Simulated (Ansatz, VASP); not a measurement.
## Two plane-wave programs on W

```xyz
1
Lattice="-1.2298 1.6191 1.6191 1.6191 -1.2298 1.6191 1.6191 1.6191 -1.2298" Properties=species:S:1:pos:R:3 pbc="T T T"
W     0.0000    0.0000    0.0000
```

Alike in both runs: task single point; functional r2SCAN; k mesh 24 × 24 × 24; occupations gaussian, width 0.15 eV; no spin polarisation.

|  | VASP | Ansatz |
| --- | --- | --- |
| version | VASP 6.6.1 | Ansatz 0.2.0 |
| potentials or method | VASP PAW PBE potentials, release 64 (W_sv), cutoff 520 eV | scalar-relativistic, plane waves, PAW |
| valence electrons in the cell | 14 | 14 |

Ansatz gave:

- gap on the k mesh at the Fermi level (eV): none
- pressure (GPa): 10.6
- traceless stress, the component that is largest in VASP (GPa): -18.31

What did VASP give for the same quantities?

gap on the k mesh at the Fermi level (eV): none; pressure (GPa): 12.1; traceless stress, the component that is largest in VASP (GPa): -18.47.

VASP's potentials were made for PBE, not for r2SCAN. A gap of «none» marks a metal or a gap that the smearing closes.

Spin-orbit coupling is off throughout.
